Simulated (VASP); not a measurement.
NaCl:

```
Na Cl
1.0
     0.00000    2.80273    2.80273
     2.80273    0.00000    2.80273
     2.80273    2.80273    0.00000
Na Cl
1 1
Direct
  0.00000 0.00000 0.00000
  0.50000 0.50000 0.50000
```

Program: VASP 6.6.1. Alike in all runs: task single point; potentials or basis VASP PAW PBE potentials, release 64 (Na_pv, Cl); no spin polarisation; cell as given; cutoff (eV) 520; smearing gaussian 0.01 eV.

Problem. Order these runs on this cell by their band gap on the k mesh, lowest first.
A. level r2SCAN; k mesh 6 × 6 × 6
B. level PBE0; k mesh 6 × 6 × 6; grid for exact exchange (PRECFOCK) Normal
C. level PBE; k mesh 8 × 8 × 8

Solution. C (5.18 eV), A (6.00 eV), B (7.28 eV).
